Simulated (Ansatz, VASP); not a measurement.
# Two plane-wave programs on PbO

```
CELL_PARAMETERS angstrom
3.06529 -5.28713 0.00000
3.06529 5.28713 0.00000
0.00000 0.00000 8.28602
ATOMIC_POSITIONS crystal
Pb 0.84920 0.15080 0.50000
Pb 0.15080 0.84920 0.50000
O 0.00000 0.00000 0.32934
O 0.00000 0.00000 0.67066
```

Alike in both runs: functional PBE; k mesh 8 × 8 × 6; occupations gaussian, width 0.02 eV; no spin polarisation.

Ansatz relaxed the structure, and its values are those at the end. VASP's run is a single point on that final structure, the one shown.

```csv
,VASP,Ansatz
version,VASP 6.6.1,Ansatz 0.2.0
potentials or method,"VASP PAW PBE potentials, release 64 (Pb_d, O), cutoff 520 eV","scalar-relativistic, plane waves, PAW"
valence electrons in the cell,40,40
```

Ansatz gave:

| Quantity | Value |
| --- | --- |
| gap on the k mesh at the Fermi level (eV) | 0.89 |
| least direct gap on the mesh (eV) | 0.89 |
| pressure (GPa) | 0.0 |
| rms of the force components (eV/Å) | 0.001 |

Task: Which values does VASP return?

Result: gap on the k mesh at the Fermi level (eV): 0.88; least direct gap on the mesh (eV): 0.89; pressure (GPa): 0.0; rms of the force components (eV/Å): 0.035.

The functional is the same, so the differences come from potentials, cutoffs and numerics.

Neither program's run includes spin-orbit coupling.
